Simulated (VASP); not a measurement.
A run of VASP 6.6.1 is set up as follows.

Contents of POSCAR:

```
NbB2
1.0
    3.0801522573      0.0000000000      0.0000000000
   -1.5400761286      2.6674901023      0.0000000000
    0.0000000000      0.0000000000      3.3050088200
Nb B
1 2
Direct
    0.0000000000      0.0000000000      0.0000000000
    0.3333333333      0.6666666667      0.5000000000
    0.6666666667      0.3333333333      0.5000000000
```

File INCAR.step1:

```
SYSTEM = NbB2
  PREC = Accurate
  ENCUT = 520
  ISMEAR = -1
  SIGMA = 0.1
  LREAL = .FALSE.
  LASPH = .TRUE.
  NELM = 60
  NBANDS = 16
  GGA = PE
  ALGO = Normal
  EDIFF = 1E-4
  LWAVE = .TRUE.
  LCHARG = .FALSE.
```

Contents of INCAR.step2:

```
SYSTEM = NbB2
  PREC = Accurate
  ENCUT = 520
  EDIFF = 1E-6
  ISMEAR = -1
  SIGMA = 0.1
  LREAL = .FALSE.
  LASPH = .TRUE.
  NELM = 60
  ALGO = Normal
  ISIF = 2
  LWAVE = .FALSE.
  LCHARG = .TRUE.
  METAGGA = R2SCAN
  LMIXTAU = .TRUE.
  LELF = .TRUE.
  LVHAR = .TRUE.
  NBANDS = 16
  ISTART = 1
```

Contents of KPOINTS:

```
regular mesh
0
G
  12 12 10
  0 0 0
```

Potentials or basis: VASP PAW PBE potentials, release 64 (Nb_sv, B).

Run with:

```console
$ cat potpaw_PBE.64/Nb_sv/POTCAR potpaw_PBE.64/B/POTCAR > POTCAR
$ cp INCAR.step1 INCAR
$ mpirun -np 1 vasp_std > vasp.out
$ cp INCAR.step2 INCAR
$ mpirun -np 1 vasp_std > vasp.out
```

Question: What does it give for the pressure?

Answer: 6.0 GPa.

Stress tensor (GPa, compression positive):
```
6.32 0.00 0.00
0.00 6.32 0.00
0.00 0.00 5.40
```

Caveat: the PAW data sets were made with another functional, which shifts forces and pressure a little.
